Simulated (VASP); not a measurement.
Crystal: Yb.

```
Yb
1.0
     3.54590    0.00000    0.00000
     0.00000    3.54590    0.00000
     0.00000    0.00000    3.54590
Yb
1
Cartesian
  0.0000 0.0000 0.0000
```

This isn't the form of Yb at room conditions, which is fcc.

```yaml
Program: VASP 6.6.1
Task: relaxation of cell and atoms
Functional: r2SCAN
Potentials_or_basis: VASP PAW PBE potentials, release 64 (Yb)
Cutoff: 600 eV
k_mesh: 9 × 9 × 9
Occupations: fermi-dirac, width 0.1 eV
Spin: no spin polarisation
```

At the start: pressure -2.2 GPa; volume 44.58 Å³/atom.

How do energy, volume and symmetry change on relaxing?

Over 4 steps the energy falls by 77.8 meV/atom and the volume is 35.02 Å³/atom (-21.5 %); space group Pm-3m (No. 221, to 0.1 Å) before and after.

Step by step:
| step | energy change (eV) | largest force (eV/Å) | pressure (GPa) | volume (Å³) |
| --- | --- | --- | --- | --- |
| 1 | 0.0000 | 0.0000 | -2.19 | 44.58 |
| 2 | -0.0466 | 0.0000 | -1.67 | 40.77 |
| 3 | -0.0759 | 0.0000 | -0.47 | 36.42 |
| 4 | -0.0778 | 0.0000 | -0.01 | 35.02 |

Final structure:
```cif
data_structure
_symmetry_space_group_name_H-M 'P 1'
_symmetry_Int_Tables_number 1
_cell_length_a 3.2717
_cell_length_b 3.2717
_cell_length_c 3.2717
_cell_angle_alpha 90.000
_cell_angle_beta 90.000
_cell_angle_gamma 90.000
_cell_volume 35.02
loop_
_atom_site_label
_atom_site_type_symbol
_atom_site_fract_x
_atom_site_fract_y
_atom_site_fract_z
_atom_site_occupancy
Yb1 Yb 0.00000 0.00000 0.00000 1
```

Caveat: the volume moved by over 15 % at a fixed basis, so the end points are rough; the PAW data sets were made with another functional, which shifts forces and pressure a little.
